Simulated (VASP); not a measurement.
# Zn (Fd-3m) in VASP: further runs

Runs on Zn. Level: revPBE. Tasks: single point.

Program: VASP 6.6.1. These are calculated values, not measurements. Logs are shortened: lines on timing, memory, paths and dates and some standing lists are left out, and cuts for length are marked.

### Step 1. The cell of the first run

The structure is cubic, space group Fd-3m (No. 227). The conventional cell has a = 5.684 Å, b = 5.684 Å, c = 5.684 Å, α = 90.00°, β = 90.00°, γ = 90.00°. Zn (site symmetry -43m) has 4 Zn at 2.46 Å within 3.2 Å.

### Step 2. Single point, revPBE (volume scaled by 0.88)

Input file INCAR:

```
PREC     = Accurate       # precision mode
ENCUT    = 520            # plane-wave cutoff, eV
EDIFF    = 1E-6           # SCF threshold, eV
ISMEAR   = -1             # smearing method
SIGMA    = 0.1            # smearing width, eV
LREAL    = F              # projectors in reciprocal space
LASPH    = T              # aspherical terms in the spheres
NELM     = 80             # most SCF steps
ALGO     = Normal         # electronic algorithm
ISIF     = 2              # what is computed and relaxed
LWAVE    = F              # write WAVECAR
LCHARG   = F              # write CHGCAR
GGA      = RE             # functional
NBANDS   = 19             # bands
```

Input file KPOINTS:

```
Automatic mesh
0
Gamma
  10 10 10
```

Input file POSCAR:

```
Zn
1.0
    0.0000000000      2.8417659295      2.8417659295
    2.8417659295      0.0000000000      2.8417659295
    2.8417659295      2.8417659295      0.0000000000
Zn
2
Direct
    0.1250000000      0.1250000000      0.1250000000
    0.8750000000      0.8750000000      0.8750000000
```

Potentials or basis: VASP PAW PBE potentials, release 64 (Zn).

The run is started by

```
$ cat potpaw_PBE.64/Zn/POTCAR > POTCAR
$ mpirun -np 1 vasp_std > vasp.out
```

OUTCAR:

```text
PREC = Accurate
   ENCUT = 520
   EDIFF = 1E-6
   ISMEAR = -1
   LREAL = F
   LASPH = T
   NELM = 80
   ISIF = 2
   GGA = RE

 ion  position               nearest neighbor table
   1  0.125  0.125  0.125-   2 2.46   2 2.46   2 2.46   2 2.46
   2  0.875  0.875  0.875-   1 2.46   1 2.46   1 2.46   1 2.46

  LATTYP: Found a face centered cubic cell.
 ALAT       =     5.6835318590

  Lattice vectors:

 A1 = (   0.0000000000,   2.8417659295,   2.8417659295)
 A2 = (   2.8417659295,   0.0000000000,   2.8417659295)
 A3 = (   2.8417659295,   2.8417659295,   0.0000000000)

Analysis of symmetry for initial positions (statically):
=====================================================================
 Subroutine PRICEL returns:
 Original cell was already a primitive cell.

 Routine SETGRP: Setting up the symmetry group for a
 face centered cubic supercell.

 Subroutine GETGRP returns: Found 48 space group operations
 (whereof 12 operations were pure point group operations)
 out of a pool of 48 trial point group operations.

The static configuration has the point symmetry D_3d.
 The point group associated with its full space group is O_h .

Analysis of symmetry for dynamics (positions and initial velocities):
=====================================================================
 Subroutine PRICEL returns:
 Original cell was already a primitive cell.

 Routine SETGRP: Setting up the symmetry group for a
 face centered cubic supercell.

 Subroutine GETGRP returns: Found 48 space group operations
 (whereof 12 operations were pure point group operations)
 out of a pool of 48 trial point group operations.

The dynamic configuration has the point symmetry D_3d.
 The point group associated with its full space group is O_h .

 Subroutine INISYM returns: Found 48 space group operations
 (whereof 12 operations are pure point group operations),
 and found     1 'primitive' translations

----------------------------------------------------------------------------------------

                                     Primitive cell

  volume of cell :      45.8981

  direct lattice vectors                    reciprocal lattice vectors
     0.000000000  2.841765930  2.841765930    -0.175946933  0.175946933  0.175946933
     2.841765930  0.000000000  2.841765930     0.175946933 -0.175946933  0.175946933
     2.841765930  2.841765930  0.000000000     0.175946933  0.175946933 -0.175946933

[... 79 lines left out ...]
   LSORBIT =      F    spin-orbit coupling
   LASPH  =      T    aspherical Exc in radial PAW
   ENCUT  =  520.0 eV  38.22 Ry    6.18 a.u.   7.47  7.47  7.47*2*pi/ulx,y,z
   NELM   =     80;   NELMIN=  2; NELMDL= -5     # of ELM steps
   EDIFF  = 0.1E-05   stopping-criterion for ELM
   LREAL  =      F    real-space projection
   EDIFFG = 0.1E-04   stopping-criterion for IOM
   NSW    =      0    number of steps for IOM
   IBRION =     -1    ionic relax: 0-MD 1-quasi-New 2-CG
   NFREE  =      0    steps in history (QN), initial steepest desc. (CG)
   ISIF   =      2    stress and relaxation
   ISYM   =      2    0-nonsym 1-usesym 2-fastsym
   POTIM  = 0.5000    time-step for ionic-motion
   TEBEG  =    0.0;   TEEND  =   0.0 temperature during run
   PSTRESS=    0.0 pullay stress
   NELECT =      24.0000    total number of electrons
   NUPDOWN=      -1.0000    fix difference up-down
   EMIN   =  10.00;   EMAX   =-10.00  energy-range for DOS
   EFERMI =   0.00;   METHOD = LEGACY
   ISMEAR =    -1;   SIGMA  =   0.10  broadening in eV -4-tet -1-fermi 0-gaus
   EFERMI_NEDOS =   21; number of points for ismear=-14 and -15
   IALGO  =     38    algorithm
   IMIX   =      4    mixing-type and parameters
     AMIX     =   0.40;   BMIX     =  1.00
     AMIX_MAG =   1.60;   BMIX_MAG =  1.00
  volume/ion in A,a.u.               =      22.95       154.87
  Fermi-wavevector in a.u.,A,eV,Ry     =   1.318905  2.492370 23.667486  1.739511
  Thomas-Fermi vector in A             =   2.448842
   LORBIT       =      0    0 simple, 1 ext, 2 COOP (PROOUT), +10 PAW based schemes
   GGA     = RE    functional components
   LHFCALC =     F    Hartree Fock is set to
   AEXX    =    0.0000 exact exchange contribution
   IVDW    =     0    specifies the selected vdW correction
   LEPSILON=     F    determine dielectric tensor
   LRPA    =     F    only Hartree local field effects (RPA)
 non-spin polarized calculation
  energy-cutoff  :      520.00
  volume of cell :       45.90
 maximum number of plane-waves:      1258
 NGX is ok and might be reduce to    30
   NGX = 15   NGY = 15   NGZ = 15

 number of electron      23.9999989 magnetization

 Free energy of the ion-electron system (eV)
  ---------------------------------------------------
  ext. energy  EPLUGINS =         0.00000000
  ---------------------------------------------------
  free energy    TOTEN  =        -0.71463832 eV

  energy without entropy =       -0.68344450  energy(sigma->0) =       -0.69904141

 E-fermi :   0.6608     XC(G=0):  -9.1665

 val. band max:        0.6561643539   @ k =  -0.3000   0.5000   0.2000
 cond. band min:       0.7918911001   @ k =   0.4000   0.3000   0.1000
 fundamental gap:      0.1357267462
 Fermi energy:         0.6607877465

 k-point     1 :       0.0000    0.0000    0.0000
  band No.  band energies     occupation
      1      -7.1885      2.00000
      2      -6.9860      2.00000
      3      -6.9860      2.00000
      4      -6.9860      2.00000
      5      -6.9441      2.00000
      6      -6.9441      2.00000
[... 505 lines left out ...]
      6      -6.6102      2.00000
[... 11 lines left out ...]
     18      12.8997      0.00000
     19      16.0449      0.00000

 [... further k-points ...]

------------------------ aborting loop because EDIFF is reached ----------------------------------------

  FORCE on cell =-STRESS in cart. coord.  units (eV):
  Direction    XX          YY          ZZ          XY          YZ          ZX
  --------------------------------------------------------------------------------------
  -------------------------------------------------------------------------------------
  Total        1.1010194      1.1010194      1.1010194      0.0000000      0.0000000     -0.0000000
  in kB       38.4335635     38.4335635     38.4335635      0.0000000      0.0000000     -0.0000000
  external PRESSURE =      38.4335635 kB  Pullay stress =       0.0000000 kB

 VOLUME and BASIS-vectors are now :
 -----------------------------------------------------------------------------
  energy-cutoff  :      520.00
  volume of cell :       45.90
      direct lattice vectors                 reciprocal lattice vectors
     0.000000000  2.841765930  2.841765930    -0.175946933  0.175946933  0.175946933
     2.841765930  0.000000000  2.841765930     0.175946933 -0.175946933  0.175946933
     2.841765930  2.841765930  0.000000000     0.175946933  0.175946933 -0.175946933

 POSITION                                       TOTAL-FORCE (eV/Angst)
 -----------------------------------------------------------------------------------
      0.71044      0.71044      0.71044        -0.000000     -0.000000     -0.000000
      4.97309      4.97309      4.97309         0.000000      0.000000      0.000000
 -----------------------------------------------------------------------------------
    total drift:                               -0.000000      0.000000      0.000000

  FREE ENERGIE OF THE ION-ELECTRON SYSTEM (eV)
  ---------------------------------------------------
  free  energy   TOTEN  =        -0.7146383183 eV

  energy  without entropy=       -0.6834444954  energy(sigma->0) =       -0.69904141
```

OSZICAR:

```text
N       E                     dE             d eps       ncg     rms          rms(c)
DAV:   1     0.115097158781E+03    0.11510E+03   -0.12034E+04  1794   0.173E+03
DAV:   2     0.485987260523E+01   -0.11024E+03   -0.10774E+03  1795   0.288E+02
DAV:   3    -0.770284278424E+00   -0.56302E+01   -0.56128E+01  2001   0.711E+01
DAV:   4    -0.812113809510E+00   -0.41830E-01   -0.41822E-01  1974   0.683E+00
DAV:   5    -0.812182666960E+00   -0.68857E-04   -0.68857E-04  1966   0.240E-01    0.254E+00
DAV:   6    -0.718265079130E+00    0.93918E-01   -0.42507E-01  2143   0.120E+01    0.193E+00
DAV:   7    -0.715593933752E+00    0.26711E-02   -0.15636E-02  1924   0.175E+00    0.959E-01
DAV:   8    -0.714556815890E+00    0.10371E-02   -0.30553E-03  1946   0.459E-01    0.413E-02
DAV:   9    -0.714634468980E+00   -0.77653E-04   -0.19667E-04  2010   0.116E-01    0.405E-02
DAV:  10    -0.714638810206E+00   -0.43412E-05   -0.20910E-05  1911   0.376E-02    0.556E-03
DAV:  11    -0.714638318302E+00    0.49190E-06   -0.35691E-07  1435   0.755E-03
   1 F= -.71463832E+00 E0= -.69904141E+00  d E =-.311938E-01
```

Run time: 37 s. Hardware: 1 thread of Intel Xeon Platinum 8259CL at 2.50GHz (Skylake/Cascade Lake), shared host; peak memory 0.18 GiB.

Results:

- Free energy: -0.7146 eV
- Pressure: 3.8 GPa
- Band gap on the k mesh: zero (band 12 reaches 6.21 eV, above the bottom of band 13 at -0.03 eV)

Levels at points of the mesh, in eV from the Fermi level:
| k point | band 10 | band 11 | band 12 | band 13 | band 14 | band 15 |
| --- | --- | --- | --- | --- | --- | --- |
| (0.00, 0.00, 0.00) | -6.76 | -6.76 | 5.55 | 5.55 | 5.55 | 7.00 |
| (0.50, 0.00, 0.00) | -6.76 | -4.67 | -3.18 | 3.60 | 3.60 | 6.21 |
| (0.50, 0.50, 0.00) | -6.71 | -3.17 | -3.17 | 1.22 | 1.22 | 4.56 |

Caveat: the cell differs from its parent crystal (volume scaled by 0.88); the PAW data sets were made with another functional, which shifts forces and pressure a little.

### Step 3. Single point, revPBE (volume scaled by 0.92)

Input file INCAR:

```
  PREC = Accurate
  ENCUT = 520
  EDIFF = 1E-7
  ISMEAR = -1
  SIGMA = 0.1
  LREAL = False
  LASPH = True
  NELM = 100
  ALGO = Normal
  ISIF = 2
  LWAVE = False
  LCHARG = True
  GGA = RE
  LELF = True
  LVHAR = True
  NBANDS = 19
```

KPOINTS is that of step 2.

Input file POSCAR:

```
Zn
1.0
    0.0000000000      2.8841866005      2.8841866005
    2.8841866005      0.0000000000      2.8841866005
    2.8841866005      2.8841866005      0.0000000000
Zn
2
Direct
    0.1250000000      0.1250000000      0.1250000000
    0.8750000000      0.8750000000      0.8750000000
```

Potentials or basis: VASP PAW PBE potentials, release 64 (Zn).

The run is started by

```
$ cat potpaw_PBE.64/Zn/POTCAR > POTCAR
$ mpirun -np 1 vasp_std > vasp.out
```

Run time: 48 s. Hardware: 1 thread of Intel Xeon Platinum 8259CL at 2.50GHz (Skylake/Cascade Lake), shared host; peak memory 0.18 GiB.

The run converged. Its results:

* Free energy: -0.7543 eV
* Pressure: 2.3 GPa
* Band gap on the k mesh: zero (band 12 reaches 5.82 eV, above the bottom of band 13 at -0.14 eV)

Levels at points of the mesh, in eV from the Fermi level:
```csv
k point,band 10,band 11,band 12,band 13,band 14,band 15
"(0.00, 0.00, 0.00)",-6.75,-6.75,5.33,5.33,5.33,6.80
"(0.50, 0.00, 0.00)",-6.75,-4.65,-3.07,3.47,3.47,5.87
"(0.50, 0.50, 0.00)",-6.70,-3.15,-3.15,1.21,1.21,4.43
```

Caveat: the cell differs from its parent crystal (volume scaled by 0.92); the PAW data sets were made with another functional, which shifts forces and pressure a little.

### Step 4. Single point, revPBE (volume scaled by 0.96)

Input file INCAR:

```
SYSTEM = Zn
  ALGO = Normal
  EDIFF = 1E-7
  ENCUT = 520
  GGA = RE
  ISIF = 2
  ISMEAR = -1
  LASPH = .TRUE.
  LCHARG = .FALSE.
  LREAL = .FALSE.
  LWAVE = .FALSE.
  NBANDS = 19
  NELM = 80
  PREC = Accurate
  SIGMA = 0.1
```

Input file KPOINTS:

```
k-points
0
G
  10 10 10
  0 0 0
```

Input file POSCAR:

```
Zn
1.0
    0.0000000000      2.9253948336      2.9253948336
    2.9253948336      0.0000000000      2.9253948336
    2.9253948336      2.9253948336      0.0000000000
Zn
2
Direct
    0.1250000000      0.1250000000      0.1250000000
    0.8750000000      0.8750000000      0.8750000000
```

The run is started by

```
$ cat potpaw_PBE.64/Zn/POTCAR > POTCAR
$ mpirun -np 1 vasp_std > vasp.out
```

Run time: 34 s. Hardware: 1 thread of Intel Xeon Platinum 8259CL at 2.50GHz (Skylake/Cascade Lake), shared host; peak memory 0.18 GiB.

The run converged. Its results:

* Free energy: -0.7758 eV
* Pressure: 1.1 GPa
* Band gap on the k mesh: zero (band 12 reaches 5.47 eV, above the bottom of band 13 at -0.22 eV)

Levels at points of the mesh, in eV from the Fermi level:
```tsv
k point	band 10	band 11	band 12	band 13	band 14	band 15
(0.00, 0.00, 0.00)	-6.74	-6.74	5.13	5.13	5.13	6.61
(0.50, 0.00, 0.00)	-6.74	-4.62	-2.96	3.35	3.35	5.56
(0.50, 0.50, 0.00)	-6.70	-3.13	-3.13	1.19	1.19	4.32
```

Caveat: the cell differs from its parent crystal (volume scaled by 0.96); the PAW data sets were made with another functional, which shifts forces and pressure a little.

### Step 5. Single point, revPBE

This run uses another cell than the first one, of 26.08 Å³/atom, 1.136 times its volume.

Input file INCAR:

```
PREC = Accurate ; ENCUT = 520
EDIFF = 1E-6 ; ISMEAR = -1
SIGMA = 0.1 ; LREAL = F
LASPH = T ; NELM = 80
ALGO = Normal ; ISIF = 2
LWAVE = F ; LCHARG = T
GGA = RE ; LELF = T
LVHAR = T ; NBANDS = 19
```

Input file KPOINTS:

```
regular mesh
0
Gamma
  10 10 10
```

Input file POSCAR:

```
Zn
1.0
    0.0000000000      2.9654737158      2.9654737158
    2.9654737158      0.0000000000      2.9654737158
    2.9654737158      2.9654737158      0.0000000000
Zn
2
Direct
    0.1250000000      0.1250000000      0.1250000000
    0.8750000000      0.8750000000      0.8750000000
```

The run is started by

```
$ cat potpaw_PBE.64/Zn/POTCAR > POTCAR
$ mpirun -np 1 vasp_std > vasp.out
```

Run time: 34 s. Hardware: 1 thread of Intel Xeon Platinum 8259CL at 2.50GHz (Skylake/Cascade Lake), shared host; peak memory 0.18 GiB.

Results (log left out):

- Free energy: -0.7834 eV
- Pressure: 0.1 GPa
- Band gap on the k mesh: zero (band 12 reaches 5.15 eV, above the bottom of band 13 at -0.30 eV)

Levels at points of the mesh, in eV from the Fermi level:
```
           k point  band 9  band 10  band 11  band 12  band 13  band 14  band 15  band 16
(0.00, 0.00, 0.00)   -6.91    -6.74    -6.74     4.94     4.94     4.94     6.43     6.43
(0.50, 0.00, 0.00)   -6.74    -6.74    -4.59    -2.87     3.24     3.24     5.27     7.19
(0.50, 0.50, 0.00)   -6.70    -6.70    -3.12    -3.12     1.17     1.17     4.21     4.21
```

Caveat: the PAW data sets were made with another functional, which shifts forces and pressure a little.

### Step 6. Summary

| cell | gap on the mesh (eV) | pressure (GPa) |
| --- | --- | --- |
| a = 4.019 Å, angles 60.0°, 2 atoms | none | 3.8 |
| a = 4.079 Å, angles 60.0°, 2 atoms | none | 2.3 |
| a = 4.137 Å, angles 60.0°, 2 atoms | none | 1.1 |
| a = 4.194 Å, angles 60.0°, 2 atoms | none | 0.1 |

Alike in all rows: task single point; level revPBE; potentials or basis VASP PAW PBE potentials, release 64 (Zn); no spin polarisation; k mesh 10 × 10 × 10; cutoff (eV) 520; smearing fermi-dirac 0.1 eV.

Caveats: the PAW data sets were made with another functional, which shifts forces and pressure a little.

Absolute energies hang on the potentials; compare differences alone.
